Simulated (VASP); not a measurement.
# As (Pm-3m) in VASP: settings compared

The runs below take As through relaxation of cell and atoms, with PBEsol+D3(BJ), LDA.

Everything below comes from runs of VASP 6.6.1. Logs are shortened: lines on timing, memory, paths and dates and some standing lists are left out, and cuts for length are marked.

## 1. The cell of the first run

It takes space group Pm-3m (No. 221, cubic). The conventional cell has a = 2.704 Å, b = 2.704 Å, c = 2.704 Å, α = 90.00°, β = 90.00°, γ = 90.00°. As (site symmetry m-3m) has 6 As at 2.70 Å within 3.6 Å.

## 2. Relaxation of cell and atoms, PBEsol+D3(BJ)

Input file INCAR:

```
SYSTEM = As
PREC = Accurate
ENCUT = 500
EDIFF = 1E-7
ISMEAR = -1
SIGMA = 0.2
LREAL = .FALSE.
LASPH = .TRUE.
NELM = 120
ALGO = Normal
ISIF = 3
LWAVE = .FALSE.
LCHARG = .FALSE.
GGA = PS
IVDW = 12
IBRION = 2
NSW = 80
EDIFFG = -0.01
GGA_COMPAT = .FALSE.
NELMIN = 4
```

Input file KPOINTS:

```
Automatic mesh
0
Gamma
  9 9 9
  0.5 0.5 0.5
```

Input file POSCAR:

```
As
1.0
    2.7036820000      0.0000000000      0.0000000000
    0.0000000000      2.7036820000      0.0000000000
    0.0000000000      0.0000000000      2.7036820000
As
1
Direct
    0.5000000000      0.5000000000      0.5000000000
```

Potentials or basis: VASP PAW PBE potentials, release 64 (As).

Started as:

```console
> cat potpaw_PBE.64/As/POTCAR > POTCAR
> mpirun -np 1 vasp_std > vasp.out
```

OUTCAR:

```text
SYSTEM = As
   PREC = Accurate
   ENCUT = 500
   EDIFF = 1E-7
   ISMEAR = -1
   LREAL = .FALSE.
   LASPH = .TRUE.
   NELM = 120
   ISIF = 3
   GGA = PS
   IVDW = 12
   IBRION = 2
   NSW = 80
   EDIFFG = -0.01
   NELMIN = 4
 IVDW          = 12

 ion  position               nearest neighbor table
   1  0.500  0.500  0.500-

  LATTYP: Found a simple cubic cell.
 ALAT       =     2.7036820000

  Lattice vectors:

 A1 = (   2.7036820000,   0.0000000000,   0.0000000000)
 A2 = (   0.0000000000,   2.7036820000,   0.0000000000)
 A3 = (   0.0000000000,   0.0000000000,   2.7036820000)

Analysis of symmetry for initial positions (statically):
=====================================================================
 Subroutine PRICEL returns:
 Original cell was already a primitive cell.

 Routine SETGRP: Setting up the symmetry group for a
 simple cubic supercell.

 Subroutine GETGRP returns: Found 48 space group operations
 (whereof 48 operations were pure point group operations)
 out of a pool of 48 trial point group operations.

The static configuration has the point symmetry O_h .

Analysis of symmetry for dynamics (positions and initial velocities):
=====================================================================
 Subroutine PRICEL returns:
 Original cell was already a primitive cell.

 Routine SETGRP: Setting up the symmetry group for a
 simple cubic supercell.

 Subroutine GETGRP returns: Found 48 space group operations
 (whereof 48 operations were pure point group operations)
 out of a pool of 48 trial point group operations.

The dynamic configuration has the point symmetry O_h .

 Subroutine INISYM returns: Found 48 space group operations
 (whereof 48 operations are pure point group operations),
 and found     1 'primitive' translations

----------------------------------------------------------------------------------------

                                     Primitive cell

  volume of cell :      19.7636

  direct lattice vectors                    reciprocal lattice vectors
     2.703682000  0.000000000  0.000000000     0.369865983  0.000000000  0.000000000
     0.000000000  2.703682000  0.000000000     0.000000000  0.369865983  0.000000000
     0.000000000  0.000000000  2.703682000     0.000000000  0.000000000  0.369865983

  length of vectors
     2.703682000  2.703682000  2.703682000     0.369865983  0.369865983  0.369865983

  position of ions in fractional coordinates (direct lattice)
     0.500000000  0.500000000  0.500000000

  ion indices of the primitive-cell ions
   primitive index   ion index
                 1           1

----------------------------------------------------------------------------------------

 KPOINTS: Automatic mesh

Automatic generation of k-mesh.
 Grid dimensions read from file:
 generate k-points for:    9    9    9

 Generating k-lattice:

  Cartesian coordinates                     Fractional coordinates (reciprocal lattice)
     0.041096220  0.000000000  0.000000000     0.111111111  0.000000000  0.000000000
     0.000000000  0.041096220  0.000000000     0.000000000  0.111111111  0.000000000
     0.000000000  0.000000000  0.041096220     0.000000000  0.000000000  0.111111111

  Length of vectors
     0.041096220  0.041096220  0.041096220

  Shift w.r.t. Gamma in fractional coordinates (k-lattice)
     0.500000000  0.500000000  0.500000000

 Subroutine IBZKPT returns following result:
 ===========================================

 Found     35 irreducible k-points:

 Following reciprocal coordinates:
            Coordinates               Weight
  0.055556  0.055556  0.055556      8.000000
  0.166667  0.055556  0.055556     24.000000
  0.277778  0.055556  0.055556     24.000000
  0.388889  0.055556  0.055556     24.000000
  0.500000  0.055556  0.055556     12.000000
  0.166667  0.166667  0.055556     24.000000
[... 16 lines left out ...]
  0.388889  0.388889  0.166667     24.000000
  0.500000  0.388889  0.166667     24.000000
 [... further k-points ...]
   k-points           NKPTS =     35   k-points in BZ     NKDIM =     35   number of bands    NBANDS=      6
   number of dos      NEDOS =    301   number of ions     NIONS =      1
   total plane-waves  NPLWV =   8000
   dimension x,y,z NGX =    20 NGY =   20 NGZ =   20
   dimension x,y,z NGXF=    40 NGYF=   40 NGZF=   40
   ions per type =               1
   NGX,Y,Z   is equivalent  to a cutoff of  12.30, 12.30, 12.30 a.u.
   NGXF,Y,Z  is equivalent  to a cutoff of  24.60, 24.60, 24.60 a.u.
 SYSTEM =  As
   PREC   = accura    normal or accurate (medium, high low for compatibility)
   ISTART =      0    job   : 0-new  1-cont  2-samecut
   ICHARG =      2    charge: 1-file 2-atom 10-const
   ISPIN  =      1    spin polarized calculation?
   LNONCOLLINEAR =      F non collinear calculations
   LSORBIT =      F    spin-orbit coupling
   LASPH  =      T    aspherical Exc in radial PAW
   ENCUT  =  500.0 eV  36.75 Ry    6.06 a.u.   4.93  4.93  4.93*2*pi/ulx,y,z
   NELM   =    120;   NELMIN=  4; NELMDL= -5     # of ELM steps
   EDIFF  = 0.1E-06   stopping-criterion for ELM
   LREAL  =      F    real-space projection
   EDIFFG = -.1E-01   stopping-criterion for IOM
   NSW    =     80    number of steps for IOM
   IBRION =      2    ionic relax: 0-MD 1-quasi-New 2-CG
   NFREE  =      1    steps in history (QN), initial steepest desc. (CG)
   ISIF   =      3    stress and relaxation
   ISYM   =      2    0-nonsym 1-usesym 2-fastsym
   POTIM  = 0.5000    time-step for ionic-motion
   TEBEG  =    0.0;   TEEND  =   0.0 temperature during run
   PSTRESS=    0.0 pullay stress
   NELECT =       5.0000    total number of electrons
   NUPDOWN=      -1.0000    fix difference up-down
   EMIN   =  10.00;   EMAX   =-10.00  energy-range for DOS
   EFERMI =   0.00;   METHOD = LEGACY
   ISMEAR =    -1;   SIGMA  =   0.20  broadening in eV -4-tet -1-fermi 0-gaus
   EFERMI_NEDOS =   21; number of points for ismear=-14 and -15
   IALGO  =     38    algorithm
   IMIX   =      4    mixing-type and parameters
     AMIX     =   0.40;   BMIX     =  1.00
     AMIX_MAG =   1.60;   BMIX_MAG =  1.00
  volume/ion in A,a.u.               =      19.76       133.37
  Fermi-wavevector in a.u.,A,eV,Ry     =   1.035403  1.956627 14.586240  1.072058
  Thomas-Fermi vector in A             =   2.169744
   LORBIT       =      0    0 simple, 1 ext, 2 COOP (PROOUT), +10 PAW based schemes
   GGA     = PS    functional components
   LHFCALC =     F    Hartree Fock is set to
   AEXX    =    0.0000 exact exchange contribution
   IVDW    =    12    specifies the selected vdW correction
   LEPSILON=     F    determine dielectric tensor
   LRPA    =     F    only Hartree local field effects (RPA)
 conjugate gradient relaxation of ions
 non-spin polarized calculation
  energy-cutoff  :      500.00
  volume of cell :       19.76
 maximum number of plane-waves:       516
 NGX is ok and might be reduce to    20
   NGX =  9   NGY =  9   NGZ =  9

--------------------------------------- Ionic step        1  -------------------------------------------

 number of electron       5.0000001 magnetization

 Free energy of the ion-electron system (eV)
  ---------------------------------------------------
  ext. energy  EPLUGINS =         0.00000000
  ---------------------------------------------------
  free energy    TOTEN  =        -5.05587620 eV

  energy without entropy =       -4.99625417  energy(sigma->0) =       -5.02606518

------------------------ aborting loop because EDIFF is reached ----------------------------------------

 Edisp (eV)   -0.39991

 E8    (eV) :    -0.2567

  FORCE on cell =-STRESS in cart. coord.  units (eV):
  Direction    XX          YY          ZZ          XY          YZ          ZX
  --------------------------------------------------------------------------------------
  -------------------------------------------------------------------------------------
  Total      -0.41196    -0.41196    -0.41196     0.00000     0.00000     0.00000
  in kB     -33.39621   -33.39621   -33.39621     0.00000     0.00000     0.00000
  external pressure =      -33.40 kB  Pullay stress =        0.00 kB
[... 59 lines left out ...]
  energy  without entropy=       -5.4002566616  energy(sigma->0) =       -5.43036013

--------------------------------------- Ionic step        3  -------------------------------------------

 number of electron       5.0000001 magnetization

 Free energy of the ion-electron system (eV)
  ---------------------------------------------------
  ext. energy  EPLUGINS =         0.00000000
  ---------------------------------------------------
  free energy    TOTEN  =        -5.04817085 eV

  energy without entropy =       -4.98832658  energy(sigma->0) =       -5.01824872

 E-fermi :   6.2376     XC(G=0): -10.7151

 val. band max:        6.0528292847   @ k =   0.3889   0.2778   0.2778
 cond. band min:       6.2605199534   @ k =   0.5000   0.2778   0.1667
 fundamental gap:      0.2076906687
 Fermi energy:         6.2375827070

 k-point     1 :       0.0556    0.0556    0.0556
  band No.  band energies     occupation
      1      -8.9122      2.00000
      2       9.7007      0.00000
      3       9.7007      0.00000
      4      10.0094      0.00000
      5      15.9448      0.00000
      6      15.9448      0.00000

 k-point     2 :       0.1667    0.0556    0.0556
  band No.  band energies     occupation
      1      -8.4439      2.00000
      2       6.3610      0.70079
      3      10.1144      0.00000
      4      10.3560      0.00000
      5      16.3541      0.00000
      6      17.4764      0.00000
[... 190 lines left out ...]
 k-point    24 :       0.5000    0.3889    0.1667
  band No.  band energies     occupation
      1      -2.5509      2.00000
      2       1.7475      2.00000
      3       3.5764      2.00000
      4      10.0193      0.00000
      5      11.4233      0.00000
      6      17.8684      0.00000

 [... further k-points ...]

------------------------ aborting loop because EDIFF is reached ----------------------------------------

 Edisp (eV)   -0.41540

 E8    (eV) :    -0.2667

  FORCE on cell =-STRESS in cart. coord.  units (eV):
  Direction    XX          YY          ZZ          XY          YZ          ZX
  --------------------------------------------------------------------------------------
  -------------------------------------------------------------------------------------
  Total       0.00026     0.00026     0.00026    -0.00000    -0.00000     0.00000
  in kB       0.02196     0.02196     0.02196    -0.00000    -0.00000     0.00000
  external pressure =        0.02 kB  Pullay stress =        0.00 kB
[... 16 lines left out ...]
  FREE ENERGIE OF THE ION-ELECTRON SYSTEM (eV)
  ---------------------------------------------------
  free  energy   TOTEN  =        -5.4635727528 eV

  energy  without entropy=       -5.4037284793  energy(sigma->0) =       -5.43365062

 reached required accuracy - stopping structural energy minimisation
```

It took 5.7 s on 1 thread of Intel Xeon Platinum 8488C (Sapphire Rapids), shared host; peak memory 0.13 GiB.

Results:

| Property | Result |
| --- | --- |
| Free energy | -5.4636 eV |
| Relaxed volume | 19.04 Å³/atom |
| Relaxed cell | a = 2.670 Å, b = 2.670 Å, c = 2.670 Å, α = 90.00°, β = 90.00°, γ = 90.00° |
| Space group after relaxing (to 0.05 Å) | Pm-3m (No. 221) |
| Energy gained by relaxing | 7.8 meV/atom |
| Ionic steps | 3 |
| Pressure after relaxing | 0.0 GPa |
| Dispersion energy per atom | -0.415 eV |

Step by step:
```tsv
step	energy change (eV)	largest force (eV/Å)	pressure (GPa)	volume (Å³)
1	0.0000	0.0000	-3.34	19.76
2	-0.0047	0.0000	2.35	18.61
3	-0.0078	0.0000	0.00	19.04
```

Final structure:
```yaml
crystal:
  lattice:
    - [2.67037, 0.00000, 0.00000]
    - [0.00000, 2.67037, 0.00000]
    - [0.00000, 0.00000, 2.67037]
  atoms:
    - { symbol: As, position: [0.50000, 0.50000, 0.50000] }
```

Caveat: the PAW data sets were made with another functional, which shifts forces and pressure a little; pairwise dispersion overbinds metals, which lowers pressure and volume.

## 3. Relaxation of cell and atoms, LDA

Input file INCAR:

```
PREC     = Accurate       # precision mode
ENCUT    = 500            # plane-wave cutoff, eV
EDIFF    = 1E-7           # SCF threshold, eV
ISMEAR   = -1             # smearing method
SIGMA    = 0.2            # smearing width, eV
LREAL    = False          # projectors in reciprocal space
LASPH    = True           # aspherical terms in the spheres
NELM     = 120            # most SCF steps
ALGO     = Normal         # electronic algorithm
ISIF     = 3              # what is computed and relaxed
LWAVE    = False          # write WAVECAR
LCHARG   = False          # write CHGCAR
GGA      = CA             # functional
IBRION   = 2              # ionic algorithm
NSW      = 80             # ionic steps
EDIFFG   = -0.01          # ionic threshold
GGA_COMPAT= False        
NELMIN   = 4
```

KPOINTS is that of step 2.

POSCAR is that of step 2.

Potentials or basis: VASP PAW LDA potentials, release 64 (As).

Started as:

```console
> cat potpaw_LDA.64/As/POTCAR > POTCAR
> mpirun -np 1 vasp_std > vasp.out
```

Run time: 4 s. Hardware: 1 thread of Intel Xeon Platinum 8488C (Sapphire Rapids), shared host; peak memory 0.12 GiB.

It converged, with:

| Property | Result |
| --- | --- |
| Free energy | -5.3424 eV |
| Relaxed volume | 19.40 Å³/atom |
| Relaxed cell | a = 2.687 Å, b = 2.687 Å, c = 2.687 Å, α = 90.00°, β = 90.00°, γ = 90.00° |
| Space group after relaxing (to 0.05 Å) | Pm-3m (No. 221) |
| Energy gained by relaxing | 1.9 meV/atom |
| Ionic steps | 3 |
| Pressure after relaxing | 0.0 GPa |

Step by step:
| step | energy change (eV) | largest force (eV/Å) | pressure (GPa) | volume (Å³) |
| --- | --- | --- | --- | --- |
| 1 | 0.0000 | 0.0000 | -1.66 | 19.76 |
| 2 | -0.0012 | 0.0000 | 1.09 | 19.18 |
| 3 | -0.0019 | 0.0000 | 0.00 | 19.40 |

Final structure:
```
As
1.0
     2.68710    0.00000    0.00000
     0.00000    2.68710    0.00000
     0.00000    0.00000    2.68710
As
1
Direct
  0.50000 0.50000 0.50000
```

Levels at points of the mesh, in eV from the Fermi level:
| k point | band 1 | band 2 | band 3 | band 4 | band 5 | band 6 |
| --- | --- | --- | --- | --- | --- | --- |
| (0.50, 0.50, 0.50) | -4.87 | -1.83 | -1.83 | -1.83 | 5.96 | 5.96 |
